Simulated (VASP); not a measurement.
# CdTe (rocksalt type) (Fm-3m) in VASP: further runs

Runs on CdTe (rocksalt type). Level: PBE. Tasks: single point.

Program: VASP 6.6.1. These are calculated values, not measurements. Logs are shortened: lines on timing, memory, paths and dates and some standing lists are left out, and cuts for length are marked.

### 1 The cell of the first run

It takes space group Fm-3m (No. 225, cubic). The conventional cell has a = 5.999 Å, b = 5.999 Å, c = 5.999 Å, α = 90.00°, β = 90.00°, γ = 90.00°. Within 3.9 Å of Cd (site symmetry m-3m) lie 6 Te at 3.00 Å. Within 3.9 Å of Te (site symmetry m-3m) lie 6 Cd at 3.00 Å.

### 2 Single point, PBE (volume scaled by 0.94)

INCAR reads:

```
SYSTEM = CdTe
ALGO = Normal ; EDIFF = 1E-6
ENCUT = 520 ; GGA = PE
ISIF = 2 ; ISMEAR = -1
LASPH = .True. ; LCHARG = .False.
LREAL = .False. ; LWAVE = .False.
NBANDS = 16 ; NELM = 80
PREC = Accurate ; SIGMA = 0.05
```

KPOINTS reads:

```
k-points
0
Gamma
  11 11 11
  0 0 0
```

POSCAR reads:

```
CdTe
1.0
    0.0000000000      2.9994189574      2.9994189574
    2.9994189574      0.0000000000      2.9994189574
    2.9994189574      2.9994189574      0.0000000000
Cd Te
1 1
Direct
    0.0000000000      0.0000000000      0.0000000000
    0.5000000000      0.5000000000      0.5000000000
```

Potentials or basis: VASP PAW PBE potentials, release 64 (Cd, Te).

Command:

```
> cat potpaw_PBE.64/Cd/POTCAR potpaw_PBE.64/Te/POTCAR > POTCAR
> mpirun -np 1 vasp_std > vasp.out
```

OUTCAR:

```text
SYSTEM = CdTe
   EDIFF = 1E-6
   ENCUT = 520
   GGA = PE
   ISIF = 2
   ISMEAR = -1
   LASPH = .True.
   LREAL = .False.
   NELM = 80
   PREC = Accurate

 ion  position               nearest neighbor table
   1  0.000  0.000  0.000-   2 3.00   2 3.00   2 3.00   2 3.00   2 3.00   2 3.00
   2  0.500  0.500  0.500-   1 3.00   1 3.00   1 3.00   1 3.00   1 3.00   1 3.00

  LATTYP: Found a face centered cubic cell.
 ALAT       =     5.9988379148

  Lattice vectors:

 A1 = (   0.0000000000,   2.9994189574,   2.9994189574)
 A2 = (   2.9994189574,   0.0000000000,   2.9994189574)
 A3 = (   2.9994189574,   2.9994189574,   0.0000000000)

Analysis of symmetry for initial positions (statically):
=====================================================================
 Subroutine PRICEL returns:
 Original cell was already a primitive cell.

 Routine SETGRP: Setting up the symmetry group for a
 face centered cubic supercell.

 Subroutine GETGRP returns: Found 48 space group operations
 (whereof 48 operations were pure point group operations)
 out of a pool of 48 trial point group operations.

The static configuration has the point symmetry O_h .

Analysis of symmetry for dynamics (positions and initial velocities):
=====================================================================
 Subroutine PRICEL returns:
 Original cell was already a primitive cell.

 Routine SETGRP: Setting up the symmetry group for a
 face centered cubic supercell.

 Subroutine GETGRP returns: Found 48 space group operations
 (whereof 48 operations were pure point group operations)
 out of a pool of 48 trial point group operations.

The dynamic configuration has the point symmetry O_h .

 Subroutine INISYM returns: Found 48 space group operations
 (whereof 48 operations are pure point group operations),
 and found     1 'primitive' translations

----------------------------------------------------------------------------------------

                                     Primitive cell

  volume of cell :      53.9686

  direct lattice vectors                    reciprocal lattice vectors
     0.000000000  2.999418957  2.999418957    -0.166698953  0.166698953  0.166698953
     2.999418957  0.000000000  2.999418957     0.166698953 -0.166698953  0.166698953
     2.999418957  2.999418957  0.000000000     0.166698953  0.166698953 -0.166698953

  length of vectors
     4.241818969  4.241818969  4.241818969     0.288731056  0.288731056  0.288731056

  position of ions in fractional coordinates (direct lattice)
     0.000000000  0.000000000  0.000000000
     0.500000000  0.500000000  0.500000000

  ion indices of the primitive-cell ions
   primitive index   ion index
                 1           1
                 2           2

----------------------------------------------------------------------------------------

 KPOINTS: k-points

Automatic generation of k-mesh.
 Grid dimensions read from file:
 generate k-points for:   11   11   11

 Generating k-lattice:

  Cartesian coordinates                     Fractional coordinates (reciprocal lattice)
    -0.015154450  0.015154450  0.015154450     0.090909091  0.000000000  0.000000000
     0.015154450 -0.015154450  0.015154450     0.000000000  0.090909091  0.000000000
     0.015154450  0.015154450 -0.015154450     0.000000000  0.000000000  0.090909091

  Length of vectors
     0.026248278  0.026248278  0.026248278

  Shift w.r.t. Gamma in fractional coordinates (k-lattice)
     0.000000000  0.000000000  0.000000000

 Subroutine IBZKPT returns following result:
 ===========================================

 Found     56 irreducible k-points:

 Following reciprocal coordinates:
            Coordinates               Weight
  0.000000  0.000000  0.000000      1.000000
  0.090909  0.000000  0.000000      8.000000
  0.181818  0.000000  0.000000      8.000000
  0.272727  0.000000  0.000000      8.000000
  0.363636  0.000000  0.000000      8.000000
  0.454545  0.000000  0.000000      8.000000
[... 16 lines left out ...]
 -0.272727  0.181818  0.000000     24.000000
 -0.181818  0.181818  0.000000     12.000000
 [... further k-points ...]
   k-points           NKPTS =     56   k-points in BZ     NKDIM =     56   number of bands    NBANDS=     16
   number of dos      NEDOS =    301   number of ions     NIONS =      2
   total plane-waves  NPLWV =  32768
   dimension x,y,z NGX =    32 NGY =   32 NGZ =   32
   dimension x,y,z NGXF=    64 NGYF=   64 NGZF=   64
   ions per type =               1   1
   NGX,Y,Z   is equivalent  to a cutoff of  12.54, 12.54, 12.54 a.u.
   NGXF,Y,Z  is equivalent  to a cutoff of  25.08, 25.08, 25.08 a.u.
 SYSTEM =  CdTe
   PREC   = accura    normal or accurate (medium, high low for compatibility)
   ISTART =      0    job   : 0-new  1-cont  2-samecut
   ICHARG =      2    charge: 1-file 2-atom 10-const
   ISPIN  =      1    spin polarized calculation?
   LNONCOLLINEAR =      F non collinear calculations
   LSORBIT =      F    spin-orbit coupling
   LASPH  =      T    aspherical Exc in radial PAW
   ENCUT  =  520.0 eV  38.22 Ry    6.18 a.u.   7.89  7.89  7.89*2*pi/ulx,y,z
   NELM   =     80;   NELMIN=  2; NELMDL= -5     # of ELM steps
   EDIFF  = 0.1E-05   stopping-criterion for ELM
   LREAL  =      F    real-space projection
   EDIFFG = 0.1E-04   stopping-criterion for IOM
   NSW    =      0    number of steps for IOM
   IBRION =     -1    ionic relax: 0-MD 1-quasi-New 2-CG
   NFREE  =      0    steps in history (QN), initial steepest desc. (CG)
   ISIF   =      2    stress and relaxation
   ISYM   =      2    0-nonsym 1-usesym 2-fastsym
   POTIM  = 0.5000    time-step for ionic-motion
   TEBEG  =    0.0;   TEEND  =   0.0 temperature during run
   PSTRESS=    0.0 pullay stress
   NELECT =      18.0000    total number of electrons
   NUPDOWN=      -1.0000    fix difference up-down
   EMIN   =  10.00;   EMAX   =-10.00  energy-range for DOS
   EFERMI =   0.00;   METHOD = LEGACY
   ISMEAR =    -1;   SIGMA  =   0.05  broadening in eV -4-tet -1-fermi 0-gaus
   EFERMI_NEDOS =   21; number of points for ismear=-14 and -15
   IALGO  =     38    algorithm
   IMIX   =      4    mixing-type and parameters
     AMIX     =   0.40;   BMIX     =  1.00
     AMIX_MAG =   1.60;   BMIX_MAG =  1.00
  volume/ion in A,a.u.               =      26.98       182.10
  Fermi-wavevector in a.u.,A,eV,Ry     =   1.135321  2.145445 17.537270  1.288953
  Thomas-Fermi vector in A             =   2.272025
   LORBIT       =      0    0 simple, 1 ext, 2 COOP (PROOUT), +10 PAW based schemes
   GGA     = PE    functional components
   LHFCALC =     F    Hartree Fock is set to
   AEXX    =    0.0000 exact exchange contribution
   IVDW    =     0    specifies the selected vdW correction
   LEPSILON=     F    determine dielectric tensor
   LRPA    =     F    only Hartree local field effects (RPA)
 non-spin polarized calculation
  energy-cutoff  :      520.00
  volume of cell :       53.97
 maximum number of plane-waves:      1468
   NGX = 15   NGY = 15   NGZ = 15

 number of electron      17.9999992 magnetization

 Free energy of the ion-electron system (eV)
  ---------------------------------------------------
  ext. energy  EPLUGINS =         0.00000000
  ---------------------------------------------------
  free energy    TOTEN  =        -4.42002451 eV

  energy without entropy =       -4.41272236  energy(sigma->0) =       -4.41637343

 E-fermi :   4.4753     XC(G=0):  -9.9641

 val. band max:        4.4599403387   @ k =  -0.2727   0.1818   0.0000
 cond. band min:       4.4898824677   @ k =  -0.3636   0.0909   0.0000
 fundamental gap:      0.0299421290
 Fermi energy:         4.4753321177

 k-point     1 :       0.0000    0.0000    0.0000
  band No.  band energies     occupation
      1      -7.4427      2.00000
      2      -3.9332      2.00000
      3      -3.9332      2.00000
      4      -3.8891      2.00000
      5      -3.8891      2.00000
      6      -3.8891      2.00000
[... 8 lines left out ...]
     15      12.3694      0.00000
     16      12.3694      0.00000

 k-point     2 :       0.0909    0.0000    0.0000
  band No.  band energies     occupation
      1      -7.3704      2.00000
      2      -3.9459      2.00000
      3      -3.9459      2.00000
      4      -3.8925      2.00000
      5      -3.8831      2.00000
      6      -3.8831      2.00000
[... 8 lines left out ...]
     15      12.1038      0.00000
     16      12.2665      0.00000

 k-point     3 :       0.1818    0.0000    0.0000
  band No.  band energies     occupation
      1      -7.1624      2.00000
      2      -3.9831      2.00000
      3      -3.9831      2.00000
      4      -3.9036      2.00000
      5      -3.8633      2.00000
      6      -3.8633      2.00000
[... 8 lines left out ...]
     15      12.4748      0.00000
     16      12.4748      0.00000

 k-point     4 :       0.2727    0.0000    0.0000
  band No.  band energies     occupation
      1      -6.8508      2.00000
      2      -4.0326      2.00000
      3      -4.0326      2.00000
      4      -3.9247      2.00000
      5      -3.8355      2.00000
      6      -3.8355      2.00000
[... 8 lines left out ...]
     15      13.2447      0.00000
     16      13.2447      0.00000

 k-point     5 :       0.3636    0.0000    0.0000
  band No.  band energies     occupation
      1      -6.5063      2.00000
      2      -4.0778      2.00000
      3      -4.0778      2.00000
      4      -3.9575      2.00000
      5      -3.8093      2.00000
      6      -3.8093      2.00000
[... 8 lines left out ...]
     15      14.2828      0.00000
     16      14.2828      0.00000

 k-point     6 :       0.4545    0.0000    0.0000
  band No.  band energies     occupation
      1      -6.2601      2.00000
      2      -4.1044      2.00000
      3      -4.1044      2.00000
      4      -3.9907      2.00000
      5      -3.7936      2.00000
      6      -3.7936      2.00000
[... 8 lines left out ...]
     15      15.4335      0.00000
     16      15.4335      0.00000
[... 267 lines left out ...]
 k-point    21 :      -0.4545    0.1818    0.0000
  band No.  band energies     occupation
      1      -6.2861      2.00000
      2      -4.0605      2.00000
      3      -3.9541      2.00000
      4      -3.9027      2.00000
      5      -3.7835      2.00000
      6      -3.7114      2.00000
[... 8 lines left out ...]
     15      15.2727      0.00000
     16      15.4166      0.00000

 k-point    22 :      -0.3636    0.1818    0.0000
  band No.  band energies     occupation
      1      -6.3267      2.00000
      2      -4.0826      2.00000
      3      -3.9784      2.00000
      4      -3.9019      2.00000
      5      -3.7985      2.00000
      6      -3.7213      2.00000
[... 8 lines left out ...]
     15      14.0031      0.00000
     16      15.1003      0.00000

 k-point    23 :      -0.2727    0.1818    0.0000
  band No.  band energies     occupation
      1      -6.5214      2.00000
      2      -4.0819      2.00000
      3      -3.9990      2.00000
      4      -3.9054      2.00000
      5      -3.8216      2.00000
      6      -3.7600      2.00000
[... 8 lines left out ...]
     15      13.9793      0.00000
     16      16.5688      0.00000

 k-point    24 :      -0.1818    0.1818    0.0000
  band No.  band energies     occupation
      1      -6.7829      2.00000
      2      -4.0602      2.00000
      3      -3.9964      2.00000
      4      -3.9068      2.00000
      5      -3.8441      2.00000
      6      -3.8020      2.00000
[... 8 lines left out ...]
     15      13.8081      0.00000
     16      15.1991      0.00000

 [... further k-points ...]
[... 5 lines left out ...]
  --------------------------------------------------------------------------------------
  -------------------------------------------------------------------------------------
  Total        1.2056760      1.2056760      1.2056760      0.0000000      0.0000000     -0.0000000
  in kB       35.7931414     35.7931414     35.7931414      0.0000000      0.0000000     -0.0000000
  external PRESSURE =      35.7931414 kB  Pullay stress =       0.0000000 kB

 VOLUME and BASIS-vectors are now :
 -----------------------------------------------------------------------------
  energy-cutoff  :      520.00
  volume of cell :       53.97
      direct lattice vectors                 reciprocal lattice vectors
     0.000000000  2.999418957  2.999418957    -0.166698953  0.166698953  0.166698953
     2.999418957  0.000000000  2.999418957     0.166698953 -0.166698953  0.166698953
     2.999418957  2.999418957  0.000000000     0.166698953  0.166698953 -0.166698953

 POSITION                                       TOTAL-FORCE (eV/Angst)
 -----------------------------------------------------------------------------------
      0.00000      0.00000      0.00000         0.000000      0.000000      0.000000
      2.99942      2.99942      2.99942        -0.000000     -0.000000     -0.000000
 -----------------------------------------------------------------------------------
    total drift:                                0.000000     -0.000000     -0.000000

  FREE ENERGIE OF THE ION-ELECTRON SYSTEM (eV)
  ---------------------------------------------------
  free  energy   TOTEN  =        -4.4200245054 eV

  energy  without entropy=       -4.4127223555  energy(sigma->0) =       -4.41637343
```

Wall time 20 s (1 thread of Intel Xeon 6975P-C, shared host); peak memory 0.2 GiB.

Results:

| Property | Result |
| --- | --- |
| Free energy | -4.4200 eV |
| Pressure | 3.6 GPa |
| Band gap on the k mesh | zero (band 9 reaches 4.58 eV, above the bottom of band 10 at 3.28 eV) |

Levels at points of the mesh, in eV from the Fermi level:
```
           k point  band 6  band 7  band 8  band 9  band 10  band 11  band 12  band 13
(0.00, 0.00, 0.00)   -8.36   -0.50   -0.50   -0.50     0.61     7.14     7.14     7.14
```

Caveat: the cell differs from its parent crystal (volume scaled by 0.94); spin-orbit coupling is left out, which moves the levels of the heavy elements.

### 3 Single point, PBE

This run uses another cell than the first one, of 28.71 Å³/atom, 1.064 times its volume.

INCAR reads:

```
  ALGO = Normal
  EDIFF = 1E-6
  ENCUT = 520
  GGA = PE
  ISIF = 2
  ISMEAR = -1
  LASPH = T
  LCHARG = F
  LREAL = F
  LWAVE = F
  NBANDS = 16
  NELM = 80
  PREC = Accurate
  SIGMA = 0.05
```

KPOINTS reads:

```
k-points
0
Gamma
  11 11 11
```

POSCAR reads:

```
CdTe
1.0
    0.0000000000      3.0619247565      3.0619247565
    3.0619247565      0.0000000000      3.0619247565
    3.0619247565      3.0619247565      0.0000000000
Cd Te
1 1
Direct
    0.0000000000      0.0000000000      0.0000000000
    0.5000000000      0.5000000000      0.5000000000
```

Potentials or basis: VASP PAW PBE potentials, release 64 (Cd, Te).

Command:

```
> cat potpaw_PBE.64/Cd/POTCAR potpaw_PBE.64/Te/POTCAR > POTCAR
> mpirun -np 1 vasp_std > vasp.out
```

Wall time 19 s (1 thread of Intel Xeon 6975P-C, shared host); peak memory 0.21 GiB.

It converged, with:

| Item | Value |
| --- | --- |
| Free energy | -4.4581 eV |
| Pressure | 0.2 GPa |
| Band gap on the k mesh | zero (band 9 reaches 3.92 eV, above the bottom of band 10 at 2.68 eV) |

Levels at points of the mesh, in eV from the Fermi level:
```csv
k point,band 7,band 8,band 9,band 10,band 11,band 12
"(0.00, 0.00, 0.00)",-0.43,-0.43,-0.43,0.31,7.13,7.13
```

Caveat: spin-orbit coupling is left out, which moves the levels of the heavy elements.

### 4 Single point, PBE

This run uses another cell than the first one, of 28.71 Å³/atom, 1.064 times its volume.

INCAR reads:

```
SYSTEM = CdTe
PREC = Accurate
ENCUT = 520
EDIFF = 1E-6
ISMEAR = -1
SIGMA = 0.05
LREAL = .False.
LASPH = .True.
NELM = 80
ALGO = Normal
ISIF = 2
LWAVE = .False.
LCHARG = .True.
GGA = PE
LELF = .True.
LVHAR = .True.
NBANDS = 16
```

KPOINTS reads:

```
regular mesh
0
Gamma
  11 11 11
  0 0 0
```

POSCAR is that of step 3.

Command:

```
> cat potpaw_PBE.64/Cd/POTCAR potpaw_PBE.64/Te/POTCAR > POTCAR
> mpirun -np 1 vasp_std > vasp.out
```

Run time: 22 s. Hardware: 1 thread of Intel Xeon 6975P-C, shared host; peak memory 0.21 GiB.

The run converged. Its results:

* Free energy: -4.4581 eV
* Pressure: 0.2 GPa
* Band gap on the k mesh: zero (band 9 reaches 3.92 eV, above the bottom of band 10 at 2.68 eV)

Levels at points of the mesh, in eV from the Fermi level:
```csv
k point,band 5,band 6,band 7,band 8,band 9,band 10,band 11,band 12,band 13,band 14
"(0.00, 0.00, 0.00)",-8.22,-8.22,-0.43,-0.43,-0.43,0.31,7.13,7.13,7.13,7.72
```

Caveat: spin-orbit coupling is left out, which moves the levels of the heavy elements.
